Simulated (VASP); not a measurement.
# TiSi2 in VASP: notebook

The runs below take TiSi2 through electric field gradients, with PBE.

All numbers are computed with VASP 6.6.1; they aren't measurements. Logs are shortened: lines on timing, memory, paths and dates and some standing lists are left out, and cuts for length are marked.

## 1. The cell of the first run

Symmetry: Fddd, No. 70, orthorhombic system. Conventional cell: a = 4.708 Å, b = 8.125 Å, c = 8.408 Å, α = 90.00°, β = 90.00°, γ = 90.00°. Ti (site symmetry 222) has 10 Si at 2.50 to 2.72 Å and 4 Ti at 3.15 Å within 3.3 Å. Si (site symmetry 2) has 5 Ti at 2.50 to 2.72 Å and 9 Si at 2.50 to 3.15 Å within 3.3 Å.

## 2. Electric field gradients, PBE (13.40 Å³/atom)

File INCAR:

```
SYSTEM = TiSi2
ALGO = Normal ; EDIFF = 1E-8
ENCUT = 520 ; GGA = PE
ISIF = 2 ; ISMEAR = -1
LASPH = .TRUE. ; LCHARG = .FALSE.
LEFG = .TRUE. ; LREAL = .FALSE.
LWAVE = .FALSE. ; NBANDS = 29
NELM = 60 ; PREC = Accurate
SIGMA = 0.08
```

File KPOINTS:

```
k-points
0
G
  8 8 8
  0 0 0
```

File POSCAR:

```
TiSi2
1.0
    0.0000000000      4.0623445288      4.2039051019
    2.3542460462      0.0000000000      4.2039051019
    2.3542460462      4.0623445288      0.0000000000
Ti Si
2 4
Direct
    0.7500000000      0.7500000000      0.7500000000
    0.5000000000      0.5000000000      0.5000000000
    0.0830000000      0.4170000000      0.0830000000
    0.4170000000      0.0830000000      0.4170000000
    0.1670000000      0.8330000000      0.1670000000
    0.8330000000      0.1670000000      0.8330000000
```

Potentials or basis: VASP PAW PBE potentials, release 64 (Ti_sv, Si).

On the command line:

```bash
cat potpaw_PBE.64/Ti_sv/POTCAR potpaw_PBE.64/Si/POTCAR > POTCAR
mpirun -np 1 vasp_std > vasp.out
```

OUTCAR:

```text
SYSTEM = TiSi2
   EDIFF = 1E-8
   ENCUT = 520
   GGA = PE
   ISIF = 2
   ISMEAR = -1
   LASPH = .TRUE.
   LREAL = .FALSE.
   NELM = 60
   PREC = Accurate

 ion  position               nearest neighbor table
   1  0.750  0.750  0.750-   6 2.50   5 2.50   6 2.50   5 2.50   3 2.71   4 2.71   4 2.72   4 2.72
                             3 2.72   3 2.72
   2  0.500  0.500  0.500-   3 2.50   4 2.50   3 2.50   4 2.50   5 2.71   6 2.71   5 2.72   5 2.72
                             6 2.72   6 2.72
   3  0.083  0.417  0.083-   2 2.50   2 2.50   5 2.50   5 2.50   1 2.71   4 2.71   4 2.71   4 2.71
                             1 2.72   1 2.72
   4  0.417  0.083  0.417-   2 2.50   2 2.50   6 2.50   6 2.50   1 2.71   3 2.71   3 2.71   3 2.71
                             1 2.72   1 2.72
   5  0.167  0.833  0.167-   1 2.50   1 2.50   3 2.50   3 2.50   2 2.71   6 2.71   6 2.71   6 2.71
                             2 2.72   2 2.72
   6  0.833  0.167  0.833-   1 2.50   1 2.50   4 2.50   4 2.50   2 2.71   5 2.71   5 2.71   5 2.71
                             2 2.72   2 2.72

  LATTYP: Found a face centered orthorhombic cell.
 ALAT       =     4.7084920924
 B/A-ratio  =     1.7255394929
 C/A-ratio  =     1.7856693903

  Lattice vectors:

 A1 = (   0.0000000000,   4.0623445288,   4.2039051019)
 A2 = (   2.3542460462,   0.0000000000,   4.2039051019)
 A3 = (   2.3542460462,   4.0623445288,   0.0000000000)

Analysis of symmetry for initial positions (statically):
=====================================================================
 Subroutine PRICEL returns:
 Original cell was already a primitive cell.

 Routine SETGRP: Setting up the symmetry group for a
 face centered orthorhombic supercell.

 Subroutine GETGRP returns: Found  8 space group operations
 (whereof  4 operations were pure point group operations)
 out of a pool of  8 trial point group operations.

The static configuration has the point symmetry D_2 .
 The point group associated with its full space group is D_2h.

Analysis of symmetry for dynamics (positions and initial velocities):
=====================================================================
 Subroutine PRICEL returns:
 Original cell was already a primitive cell.

 Routine SETGRP: Setting up the symmetry group for a
 face centered orthorhombic supercell.

 Subroutine GETGRP returns: Found  8 space group operations
 (whereof  4 operations were pure point group operations)
 out of a pool of  8 trial point group operations.

The dynamic configuration has the point symmetry D_2 .
 The point group associated with its full space group is D_2h.

 Subroutine INISYM returns: Found  8 space group operations
 (whereof  4 operations are pure point group operations),
 and found     1 'primitive' translations

----------------------------------------------------------------------------------------

                                     Primitive cell

  volume of cell :      80.4103

  direct lattice vectors                    reciprocal lattice vectors
     0.000000000  4.062344529  4.203905102    -0.212382219  0.123081633  0.118937033
     2.354246046  0.000000000  4.203905102     0.212382219 -0.123081633  0.118937033
     2.354246046  4.062344529  0.000000000     0.212382219  0.123081633 -0.118937033

  length of vectors
     5.845978205  4.818225042  4.695222840     0.272766041  0.272766041  0.272766041

  position of ions in fractional coordinates (direct lattice)
     0.750000000  0.750000000  0.750000000
     0.500000000  0.500000000  0.500000000
     0.083000000  0.417000000  0.083000000
     0.417000000  0.083000000  0.417000000
     0.167000000  0.833000000  0.167000000
     0.833000000  0.167000000  0.833000000

  ion indices of the primitive-cell ions
   primitive index   ion index
                 1           1
                 2           2
                 3           3
                 4           4
                 5           5
                 6           6

----------------------------------------------------------------------------------------

[... 68 lines left out ...]
   NELM   =     60;   NELMIN=  2; NELMDL= -5     # of ELM steps
   EDIFF  = 0.1E-07   stopping-criterion for ELM
   LREAL  =      F    real-space projection
   EDIFFG = 0.1E-06   stopping-criterion for IOM
   NSW    =      0    number of steps for IOM
   IBRION =     -1    ionic relax: 0-MD 1-quasi-New 2-CG
   NFREE  =      0    steps in history (QN), initial steepest desc. (CG)
   ISIF   =      2    stress and relaxation
   ISYM   =      2    0-nonsym 1-usesym 2-fastsym
   POTIM  = 0.5000    time-step for ionic-motion
   TEBEG  =    0.0;   TEEND  =   0.0 temperature during run
   PSTRESS=    0.0 pullay stress
   NELECT =      40.0000    total number of electrons
   NUPDOWN=      -1.0000    fix difference up-down
   EMIN   =  10.00;   EMAX   =-10.00  energy-range for DOS
   EFERMI =   0.00;   METHOD = LEGACY
   ISMEAR =    -1;   SIGMA  =   0.08  broadening in eV -4-tet -1-fermi 0-gaus
   EFERMI_NEDOS =   21; number of points for ismear=-14 and -15
   IALGO  =     38    algorithm
   IMIX   =      4    mixing-type and parameters
     AMIX     =   0.40;   BMIX     =  1.00
     AMIX_MAG =   1.60;   BMIX_MAG =  1.00
  volume/ion in A,a.u.               =      13.40        90.44
  Fermi-wavevector in a.u.,A,eV,Ry     =   1.297152  2.451263 22.893221  1.682604
  Thomas-Fermi vector in A             =   2.428563
   LORBIT       =      0    0 simple, 1 ext, 2 COOP (PROOUT), +10 PAW based schemes
   GGA     = PE    functional components
   LHFCALC =     F    Hartree Fock is set to
   AEXX    =    0.0000 exact exchange contribution
   IVDW    =     0    specifies the selected vdW correction
   LEPSILON=     F    determine dielectric tensor
   LRPA    =     F    only Hartree local field effects (RPA)
 non-spin polarized calculation
  energy-cutoff  :      520.00
  volume of cell :       80.41
 maximum number of plane-waves:      2182
 NGX is ok and might be reduce to    48
   NGX = 21   NGY = 17   NGZ = 17

 number of electron      40.0000002 magnetization

 Free energy of the ion-electron system (eV)
  ---------------------------------------------------
  ext. energy  EPLUGINS =         0.00000000
  ---------------------------------------------------
  free energy    TOTEN  =       -40.59071814 eV

  energy without entropy =      -40.54918273  energy(sigma->0) =      -40.56995043

 E-fermi :  10.7187     XC(G=0): -11.9267

 val. band max:       10.7002288616   @ k =  -0.2500   0.2500   0.1250
 cond. band min:      10.7226067082   @ k =   0.3750   0.0000   0.3750
 fundamental gap:      0.0223778466
 Fermi energy:        10.7187414395

 k-point     1 :       0.0000    0.0000    0.0000
  band No.  band energies     occupation
      1     -45.4004      2.00000
      2     -45.3655      2.00000
      3     -21.8196      2.00000
      4     -21.7902      2.00000
      5     -21.7102      2.00000
      6     -21.6933      2.00000
[... 757 lines left out ...]
     28      14.8624      0.00000
     29      15.2255      0.00000

 [... further k-points ...]

------------------------ aborting loop because EDIFF is reached ----------------------------------------

  FORCE on cell =-STRESS in cart. coord.  units (eV):
  Direction    XX          YY          ZZ          XY          YZ          ZX
  --------------------------------------------------------------------------------------
  -------------------------------------------------------------------------------------
  Total        4.7792399      3.8379432      5.0269389      0.0000000      0.0000000      0.0000000
  in kB       95.2265193     76.4711512    100.1619307      0.0000000      0.0000000      0.0000000
  external PRESSURE =      90.6198671 kB  Pullay stress =       0.0000000 kB

 VOLUME and BASIS-vectors are now :
 -----------------------------------------------------------------------------
  energy-cutoff  :      520.00
  volume of cell :       80.41
      direct lattice vectors                 reciprocal lattice vectors
     0.000000000  4.062344529  4.203905102    -0.212382219  0.123081633  0.118937033
     2.354246046  0.000000000  4.203905102     0.212382219 -0.123081633  0.118937033
     2.354246046  4.062344529  0.000000000     0.212382219  0.123081633 -0.118937033

 POSITION                                       TOTAL-FORCE (eV/Angst)
 -----------------------------------------------------------------------------------
      3.53137      6.09352      6.30586         0.000000      0.000000      0.000000
      2.35425      4.06234      4.20391        -0.000000      0.000000      0.000000
      1.17712      0.67435      2.10195        -0.000000      0.214982     -0.000000
      1.17712      3.38800      2.10195        -0.000000     -0.214982     -0.000000
      2.35425      1.35682      4.20391         0.000000     -0.214982     -0.000000
      2.35425      6.76787      4.20391         0.000000      0.214982     -0.000000
 -----------------------------------------------------------------------------------
    total drift:                               -0.000000     -0.000000      0.000000

  FREE ENERGIE OF THE ION-ELECTRON SYSTEM (eV)
  ---------------------------------------------------
  free  energy   TOTEN  =       -40.5907181370 eV

  energy  without entropy=      -40.5491827323  energy(sigma->0) =      -40.56995043

 Electric field gradients (V/A^2)
---------------------------------------------------------------------
 ion       V_xx      V_yy      V_zz      V_xy      V_xz      V_yz
---------------------------------------------------------------------
   1      -2.778    10.352    -7.573    -0.002    -0.001     0.000
   2      -2.778    10.352    -7.573    -0.002    -0.001     0.000
   3       1.104    13.489   -14.592    -0.000    27.266    -0.000
   4       1.103    13.489   -14.592    -0.000   -27.266     0.000
   5       1.104    13.489   -14.592    -0.000    27.266    -0.000
   6       1.103    13.489   -14.592    -0.000   -27.266     0.000
---------------------------------------------------------------------

 Electric field gradients after diagonalization (V/A^2)
 (convention: |V_zz| > |V_xx| > |V_yy|)
----------------------------------------------------------------------
 ion       V_xx      V_yy      V_zz     asymmetry (V_yy - V_xx)/ V_zz
----------------------------------------------------------------------
   1      -7.573    -2.778    10.352       0.463
   2      -7.573    -2.778    10.352       0.463
   3      21.628    13.489   -35.117       0.232
   4      21.629    13.489   -35.118       0.232
   5      21.628    13.489   -35.117       0.232
   6      21.629    13.489   -35.118       0.232
----------------------------------------------------------------------

           NMR quadrupolar parameters

 Cq : quadrupolar parameter    Cq=e*Q*V_zz/h
 eta: asymmetry parameters     (V_yy - V_xx)/ V_zz
 Q  : nuclear electric quadrupole moment in mb (millibarn)
----------------------------------------------------------------------
 ion       Cq(MHz)       eta       Q (mb)
----------------------------------------------------------------------
   1       0.025       0.463       1.000
   2       0.025       0.463       1.000
   3      -0.085       0.232       1.000
   4      -0.085       0.232       1.000
   5      -0.085       0.232       1.000
   6      -0.085       0.232       1.000
----------------------------------------------------------------------
```

Wall time 2.8 min (1 thread of Intel Xeon 6975P-C (Granite Rapids), shared host); peak memory 0.34 GiB.

Results:

* Free energy: -40.5907 eV
* Pressure: 9.1 GPa
* Largest force: 0.215 eV/Å
* Band gap on the k mesh: zero (bands 20 and 21 overlap by 1.93 eV)
* Largest electric field gradient by atom: Ti +10.4; Si -35.1 V/Å²

Forces in eV/Å, atoms in the order of the input:
```
Ti   0.000  0.000  0.000
Ti   0.000  0.000  0.000
Si   0.000  0.215  0.000
Si   0.000 -0.215  0.000
Si   0.000 -0.215  0.000
Si   0.000  0.215  0.000
```

Electric field gradients, principal values (V/Å²):
```tsv
atom	least	middle	greatest (by size)
1 Ti	-2.778	-7.573	10.352
2 Ti	-2.778	-7.573	10.352
3 Si	13.489	21.628	-35.117
4 Si	13.489	21.629	-35.118
5 Si	13.489	21.628	-35.117
6 Si	13.489	21.629	-35.118
```

Caveat: the cell stands under pressure; without QUAD_EFG the Cq values of the log hold for a quadrupole moment of 1 mb, not for the nuclei.

## 3. Electric field gradients, PBE (13.82 Å³/atom)

This run uses another cell than the first one, of 13.82 Å³/atom.

File INCAR:

```
  PREC = Accurate
  ENCUT = 520
  EDIFF = 1E-8
  ISMEAR = -1
  SIGMA = 0.08
  LREAL = F
  LASPH = T
  NELM = 100
  ALGO = Normal
  ISIF = 2
  LWAVE = F
  LCHARG = F
  GGA = PE
  LEFG = T
  NBANDS = 29
```

File KPOINTS:

```
regular mesh
0
Gamma
  8 8 8
```

Changes to POSCAR since step 2:

```diff
@@ -2,5 +2,5 @@
 1.0
-    0.0000000000      4.0623445288      4.2039051019
-    2.3542460462      0.0000000000      4.2039051019
-    2.3542460462      4.0623445288      0.0000000000
+    0.0000000000      4.1042273219      4.2472473852
+    2.3785183350      0.0000000000      4.2472473852
+    2.3785183350      4.1042273219      0.0000000000
 Ti Si
```

Potentials or basis: VASP PAW PBE potentials, release 64 (Ti_sv, Si).

On the command line:

```bash
cat potpaw_PBE.64/Ti_sv/POTCAR potpaw_PBE.64/Si/POTCAR > POTCAR
mpirun -np 1 vasp_std > vasp.out
```

OUTCAR:

```text
PREC = Accurate
   ENCUT = 520
   EDIFF = 1E-8
   ISMEAR = -1
   LREAL = F
   LASPH = T
   NELM = 100
   ISIF = 2
   GGA = PE

 ion  position               nearest neighbor table
   1  0.750  0.750  0.750-   6 2.53   5 2.53   6 2.53   5 2.53   3 2.73   4 2.73   4 2.75   4 2.75
                             3 2.75   3 2.75
   2  0.500  0.500  0.500-   3 2.53   4 2.53   3 2.53   4 2.53   5 2.73   6 2.73   5 2.75   5 2.75
                             6 2.75   6 2.75
   3  0.083  0.417  0.083-   2 2.53   2 2.53   5 2.53   5 2.53   1 2.73   4 2.74   4 2.74   4 2.74
                             1 2.75   1 2.75
   4  0.417  0.083  0.417-   2 2.53   2 2.53   6 2.53   6 2.53   1 2.73   3 2.74   3 2.74   3 2.74
                             1 2.75   1 2.75
   5  0.167  0.833  0.167-   1 2.53   1 2.53   3 2.53   3 2.53   2 2.73   6 2.74   6 2.74   6 2.74
                             2 2.75   2 2.75
   6  0.833  0.167  0.833-   1 2.53   1 2.53   4 2.53   4 2.53   2 2.73   5 2.74   5 2.74   5 2.74
                             2 2.75   2 2.75

  LATTYP: Found a face centered orthorhombic cell.
 ALAT       =     4.7570366700
[... 997 lines left out ...]
 -----------------------------------------------------------------------------------
    total drift:                               -0.000000     -0.000000      0.000000

  FREE ENERGIE OF THE ION-ELECTRON SYSTEM (eV)
  ---------------------------------------------------
  free  energy   TOTEN  =       -40.6914257162 eV

  energy  without entropy=      -40.6487638285  energy(sigma->0) =      -40.67009477

 Electric field gradients (V/A^2)
---------------------------------------------------------------------
 ion       V_xx      V_yy      V_zz      V_xy      V_xz      V_yz
---------------------------------------------------------------------
   1      -2.538    10.310    -7.772    -0.002    -0.000     0.001
   2      -2.538    10.310    -7.772    -0.002    -0.000     0.001
   3       1.373    12.938   -14.312    -0.000    27.316     0.000
   4       1.373    12.938   -14.312    -0.000   -27.316    -0.000
   5       1.373    12.938   -14.312    -0.000    27.316     0.000
   6       1.373    12.938   -14.312    -0.000   -27.316    -0.000
---------------------------------------------------------------------

 Electric field gradients after diagonalization (V/A^2)
 (convention: |V_zz| > |V_xx| > |V_yy|)
----------------------------------------------------------------------
 ion       V_xx      V_yy      V_zz     asymmetry (V_yy - V_xx)/ V_zz
----------------------------------------------------------------------
   1      -7.772    -2.538    10.310       0.508
   2      -7.772    -2.538    10.310       0.508
   3      21.950    12.938   -34.889       0.258
   4      21.951    12.938   -34.889       0.258
   5      21.950    12.938   -34.889       0.258
   6      21.951    12.938   -34.889       0.258
----------------------------------------------------------------------

           NMR quadrupolar parameters

 Cq : quadrupolar parameter    Cq=e*Q*V_zz/h
 eta: asymmetry parameters     (V_yy - V_xx)/ V_zz
 Q  : nuclear electric quadrupole moment in mb (millibarn)
----------------------------------------------------------------------
 ion       Cq(MHz)       eta       Q (mb)
----------------------------------------------------------------------
   1       0.025       0.508       1.000
   2       0.025       0.508       1.000
   3      -0.084       0.258       1.000
   4      -0.084       0.258       1.000
   5      -0.084       0.258       1.000
   6      -0.084       0.258       1.000
----------------------------------------------------------------------
```

stdout:

```text
POSCAR found type information on POSCAR TiSi
 POSCAR found :  2 types and       6 ions
 scaLAPACK will be used
 LDA part: xc-table for (Slater+PW92), standard interpolation
 POSCAR, INCAR and KPOINTS ok, starting setup
 FFT: planning ... GRIDC
 FFT: planning ... GRID_SOFT
 FFT: planning ... GRID
 WAVECAR not read
 entering main loop
ion   1

ion   2

ion   3

ion   4

ion   5

ion   6
```

Run time: 3.2 min. Hardware: 1 thread of Intel Xeon 6975P-C (Granite Rapids), shared host; peak memory 0.35 GiB.

Results:

* Free energy: -40.6914 eV
* Pressure: 3.8 GPa
* Largest force: 0.206 eV/Å
* Band gap on the k mesh: zero (bands 20 and 21 overlap by 1.87 eV)
* Largest electric field gradient by atom: Ti +10.3; Si -34.9 V/Å²

Forces on the atoms (eV/Å):
```
Ti   0.000  0.000  0.000
Ti   0.000  0.000  0.000
Si   0.000  0.206  0.000
Si   0.000 -0.206  0.000
Si   0.000 -0.206  0.000
Si   0.000  0.206  0.000
```

Stress tensor (GPa, compression positive):
```
4.42 0.00 0.00
0.00 3.23 0.00
0.00 0.00 3.87
```

Levels at points of the mesh, in eV from the Fermi level:
```tsv
k point	band 17	band 18	band 19	band 20	band 21	band 22	band 23	band 24
(0.00, 0.00, 0.00)	-2.27	-1.96	-1.73	-1.51	-0.95	2.04	3.24	3.37
(0.50, 0.00, 0.00)	-2.00	-1.10	-0.06	0.16	1.05	1.37	1.79	2.27
(0.50, 0.50, 0.00)	-1.61	-1.61	-1.05	-1.05	0.81	0.81	3.26	3.26
(0.50, 0.00, 0.50)	-2.43	-2.43	-0.86	-0.86	1.27	1.27	3.34	3.34
(0.00, 0.50, 0.50)	-1.28	-1.28	-0.67	-0.67	0.93	0.93	2.32	2.32
```

Electric field gradients, principal values (V/Å²):
| atom | least | middle | greatest (by size) |
| --- | --- | --- | --- |
| 1 Ti | -2.538 | -7.772 | 10.310 |
| 2 Ti | -2.538 | -7.772 | 10.310 |
| 3 Si | 12.938 | 21.950 | -34.889 |
| 4 Si | 12.938 | 21.951 | -34.889 |
| 5 Si | 12.938 | 21.950 | -34.889 |
| 6 Si | 12.938 | 21.951 | -34.889 |

Caveat: the cell stands under pressure; without QUAD_EFG the Cq values of the log hold for a quadrupole moment of 1 mb, not for the nuclei.

(Part 1 of 3 ends here.)
